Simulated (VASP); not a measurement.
A run of VASP 6.6.1 is set up as follows.

The input INCAR:

```
ALGO = Normal
EDIFF = 1E-6
EDIFFG = -0.01
ENCUT = 600
GGA = PE
IBRION = 2
ISIF = 3
ISMEAR = 0
LASPH = T
LCHARG = F
LREAL = F
LWAVE = F
NELM = 100
NSW = 100
PREC = Accurate
SIGMA = 0.1
```

The input KPOINTS:

```
k-points
0
Gamma
  8 8 8
```

Contents of POSCAR:

```
HfNbSe4
1.0
    0.0000000000      3.9233409053      3.9233409053
    3.9233409053      0.0000000000      3.9233409053
    3.9233409053      3.9233409053      0.0000000000
Hf Nb Se
1 1 4
Direct
    0.2500000000      0.2500000000      0.2500000000
    0.0000000000      0.0000000000      0.0000000000
    0.6252176320      0.6252176320      0.1243471041
    0.6252176320      0.1243471041      0.6252176320
    0.1243471041      0.6252176320      0.6252176320
    0.6252176320      0.6252176320      0.6252176320
```

Potentials or basis: VASP PAW PBE potentials, release 64 (Hf_pv, Nb_sv, Se).

Command:

```console
$ cat potpaw_PBE.64/Hf_pv/POTCAR potpaw_PBE.64/Nb_sv/POTCAR potpaw_PBE.64/Se/POTCAR > POTCAR
$ mpirun -np 1 vasp_std > vasp.out
```

(1) What does it give for the space group after relaxing (to 0.05 Å)?

(2) Predict the relaxed volume.

(3) What does it give for the relaxed cell?

Answers

(1) F-43m (No. 216).

(2) 20.02 Å³/atom.

(3) a = 5.538 Å, b = 5.538 Å, c = 5.538 Å, α = 60.00°, β = 60.00°, γ = 60.00°.
